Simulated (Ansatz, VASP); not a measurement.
**Te2Mo: VASP beside Ansatz**

```
Te Mo
1.0
     3.49399    0.00000    0.00000
    -1.74700    3.02589    0.00000
     0.00000    0.00000   14.35875
Te Mo
4 2
Direct
  0.33333 0.66667 0.62113
  0.66667 0.33333 0.12113
  0.33333 0.66667 0.87887
  0.66667 0.33333 0.37887
  0.33333 0.66667 0.25000
  0.66667 0.33333 0.75000
```

Change from the starting cell: strain +0.000 along x and y, +0.025 along z, atoms carried along.

Alike in both runs: task single point; functional PBEsol; k mesh 12 × 12 × 2; occupations gaussian, width 0.05 eV; no spin polarisation.

|  | VASP | Ansatz |
| --- | --- | --- |
| version | VASP 6.6.1 | Ansatz 0.2.0 |
| potentials or method | VASP PAW PBE potentials, release 64 (Te, Mo_sv), cutoff 520 eV | scalar-relativistic, plane waves, PAW |
| valence electrons in the cell | 52 | 92 |

VASP gave:

* gap on the k mesh at the Fermi level (eV): 0.72
* least direct gap on the mesh (eV): 1.10
* pressure (GPa): -2.7
* traceless stress, the component that is largest in VASP (GPa): -2.06
* rms of the force components (eV/Å): 0.254

Q: Estimate Ansatz's values.

A: gap on the k mesh at the Fermi level (eV): 0.72; least direct gap on the mesh (eV): 1.10; pressure (GPa): -2.8; traceless stress, the component that is largest in VASP (GPa): -2.12; rms of the force components (eV/Å): 0.266.

VASP's potentials were made for PBE, not for PBEsol. Atom by atom the forces differ by 0.012 eV/Å (rms over components). The functional is the same, so the differences come from potentials, cutoffs and numerics. VASP's potentials hold 52 valence electrons a cell and Ansatz's 92, so a difference there can come from the potentials and not from the codes.

Spin-orbit coupling is off throughout.
